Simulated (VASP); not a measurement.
Write the native input for VASP 6.6.1 that does the following.

```
Task                   : single point
Functional             : PBE
Potentials or basis    : VASP PAW PBE potentials, release 64 (Si, Cl)
Cutoff                 : 520 eV
k mesh                 : 4 × 4 × 4
Occupations            : gaussian, width 0.1 eV
Spin                   : no spin polarisation
Dipole correction      : no
Further INCAR settings : ALGO = Normal; EDIFF = 1e-06; NBANDS = 20
```

The structure of Si4Cl lies in POSCAR:

```
Si4Cl
1.0
   -2.8256509200      2.8256509200      2.8256509200
    2.8256509200     -2.8256509200      2.8256509200
    2.8256509200      2.8256509200     -2.8256509200
Si Cl
4 1
Direct
    0.0000000000      0.0000000000      0.5000000000
    0.5000000000      0.0000000000      0.0000000000
    0.0000000000      0.5000000000      0.0000000000
    0.5000000000      0.5000000000      0.5000000000
    0.0000000000      0.0000000000      0.0000000000
```

These files were run (other wordings do the same):

INCAR

```
SYSTEM = Si4Cl
PREC = Accurate ; ENCUT = 520
EDIFF = 1E-6 ; ISMEAR = 0
SIGMA = 0.1 ; LREAL = .False.
LASPH = .True. ; NELM = 80
ALGO = Normal ; ISIF = 2
LWAVE = .False. ; LCHARG = .False.
GGA = PE ; NBANDS = 20
```

KPOINTS

```
Automatic mesh
0
Gamma
  4 4 4
  0 0 0
```

Potentials or basis: VASP PAW PBE potentials, release 64 (Si, Cl).

Run with:

```bash
$ cat potpaw_PBE.64/Si/POTCAR potpaw_PBE.64/Cl/POTCAR > POTCAR
$ mpirun -np 1 vasp_std > vasp.out
```

Results of the run:

```
Pressure : 5.3 GPa
```

Caveat: the k points lie up to 0.39 Å⁻¹ apart; an odd number of electrons without spin polarisation forces a metal; a magnetic or distorted state may lie lower.

Wall time 7.5 s on 1 thread of AMD EPYC 9R45 96-Core Processor (Zen 5), with other jobs on the host, peak memory 0.17 GiB.
